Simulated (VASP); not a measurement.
Set up this calculation in VASP 6.6.1, as the native input.

```
Task                   : single point
Functional             : PBEsol
Potentials or basis    : VASP PAW PBE potentials, release 64 (Ga_d, P)
Cutoff                 : 520 eV
k mesh                 : 10 × 10 × 10
Occupations            : gaussian, width 0.05 eV
Spin                   : no spin polarisation
Dipole correction      : no
Further INCAR settings : ALGO = Normal; EDIFF = 1e-06; NBANDS = 16
```

The structure of GaP lies in POSCAR:

```
GaP
1.0
    0.0000000000      2.7447027729      2.7447027729
    2.7447027729      0.0000000000      2.7447027729
    2.7447027729      2.7447027729      0.0000000000
Ga P
1 1
Direct
    0.0000000000      0.0000000000      0.0000000000
    0.7500000000      0.7500000000      0.7500000000
```

These files were run (other wordings do the same):

INCAR

```
PREC     = Accurate       # precision mode
ENCUT    = 520            # plane-wave cutoff, eV
EDIFF    = 1E-6           # SCF threshold, eV
ISMEAR   = 0              # smearing method
SIGMA    = 0.05           # smearing width, eV
LREAL    = False          # projectors in reciprocal space
LASPH    = True           # aspherical terms in the spheres
NELM     = 80             # most SCF steps
ALGO     = Normal         # electronic algorithm
ISIF     = 2              # what is computed and relaxed
LWAVE    = False          # write WAVECAR
LCHARG   = True           # write CHGCAR
GGA      = PS             # functional
LELF     = True           # ELF
LVHAR    = True         
NBANDS   = 16             # bands
```

KPOINTS

```
regular mesh
0
Gamma
  10 10 10
```

Potentials or basis: VASP PAW PBE potentials, release 64 (Ga_d, P).

The run is started by

```bash
$ cat potpaw_PBE.64/Ga_d/POTCAR potpaw_PBE.64/P/POTCAR > POTCAR
$ mpirun -np 1 vasp_std > vasp.out
```

It gave:

```
Pressure               : -2.3 GPa
Band gap on the k mesh : 1.52 eV, indirect (least direct gap 1.58 eV)
```

Caveat: the PAW data sets were made with another functional, which shifts forces and pressure a little.

Wall time 18 s on 1 thread of Intel(R) Xeon(R) Platinum 8488C (Sapphire Rapids), on a shared host, peak memory 0.18 GiB.
